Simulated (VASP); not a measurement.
BSb2As3: single point with PBE

BSb2As3:

```xyz
6
Lattice="4.8046 0.0000 0.0000 -2.4023 4.1609 0.0000 0.0000 0.0000 7.4267" Properties=species:S:1:pos:R:3 pbc="T T T"
B     0.0000    0.0000    3.7133
Sb    0.0000    0.0000    1.6184
Sb    0.0000    0.0000    5.8083
As    2.4023    0.0000    3.7133
As   -1.2012    2.0805    3.7133
As    1.2012    2.0805    3.7133
```

The cell was built from a structure type or drawn by symmetry, and may not be a known phase.

```json
{
  "Program": "VASP 6.6.1",
  "Task": "single point",
  "Functional": "PBE",
  "Potentials or basis": "VASP PAW PBE potentials, release 64 (B, Sb, As)",
  "Cutoff": "520 eV",
  "k mesh": "6 × 6 × 4",
  "Occupations": "gaussian, width 0.1 eV",
  "Spin": "no spin polarisation"
}
```

```yaml
Pressure: 19.5 GPa
Largest_force: 2.028 eV/Å
Band_gap_on_the_k_mesh: zero (bands 14 and 15 overlap by 1.97 eV)
```

Forces in eV/Å, atoms in the order of the input:
```
B    0.000  0.000  0.000
Sb   0.000  0.000 -2.028
Sb   0.000  0.000  2.028
As   0.000  0.000  0.000
As   0.000  0.000  0.000
As   0.000  0.000  0.000
```

Stress tensor (GPa, compression positive):
```
23.25  0.00  0.00
 0.00 23.25  0.00
 0.00  0.00 11.95
```

Levels at points of the mesh, in eV from the Fermi level:
| k point | band 10 | band 11 | band 12 | band 13 | band 14 | band 15 | band 16 | band 17 | band 18 | band 19 |
| --- | --- | --- | --- | --- | --- | --- | --- | --- | --- | --- |
| (0.00, 0.00, 0.00) | -3.53 | -1.46 | -0.49 | -0.49 | 0.22 | 0.22 | 0.48 | 0.48 | 1.20 | 3.94 |
| (0.50, 0.00, 0.00) | -2.40 | -2.20 | -2.10 | -1.25 | -1.24 | -0.85 | 0.13 | 1.08 | 1.81 | 1.99 |
| (0.00, 0.00, 0.50) | -4.74 | -2.52 | -1.02 | -1.02 | 0.20 | 0.20 | 1.45 | 1.45 | 4.38 | 4.40 |
| (0.50, 0.00, 0.50) | -2.38 | -2.14 | -2.04 | -1.71 | -1.25 | -0.07 | 0.32 | 1.11 | 1.83 | 2.15 |

Run time: 65 s on 1 thread of Intel(R) Xeon(R) Platinum 8488C (Sapphire Rapids), on a shared host, peak memory 0.27 GiB.

Caveat: the cell stands under pressure; spin-orbit coupling is left out, which moves the levels of the heavy elements; forces of over 1 eV/Å act on the atoms, so gaps and moduli don't describe the material at rest.
